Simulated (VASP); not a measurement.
Input of a VASP 6.6.1 run:

File INCAR:

```
PREC = Accurate
ENCUT = 520
EDIFF = 1E-6
ISMEAR = 0
SIGMA = 0.05
LREAL = False
LASPH = True
NELM = 80
ALGO = Normal
ISIF = 2
LWAVE = False
LCHARG = False
GGA = PS
NBANDS = 11
```

Contents of KPOINTS:

```
regular mesh
0
Gamma
  10 10 10
```

Contents of POSCAR:

```
MgO
1.0
    0.0000000000      1.8528742298      1.8528742298
    1.8528742298      0.0000000000      1.8528742298
    1.8528742298      1.8528742298      0.0000000000
Mg O
1 1
Direct
    0.0000000000      0.0000000000      0.0000000000
    0.5000000000      0.5000000000      0.5000000000
```

Potentials or basis: VASP PAW PBE potentials, release 64 (Mg, O).

Run with:

```bash
$ cat potpaw_PBE.64/Mg/POTCAR potpaw_PBE.64/O/POTCAR > POTCAR
$ mpirun -np 1 vasp_std > vasp.out
```

(1) Estimate the band gap on the k mesh.

(2) What does it give for the pressure?

## Answers

(1) 8.98 eV, indirect (least direct gap 9.36 eV).

(2) 137.4 GPa.

Caveat: the PAW data sets were made with another functional, which shifts forces and pressure a little.
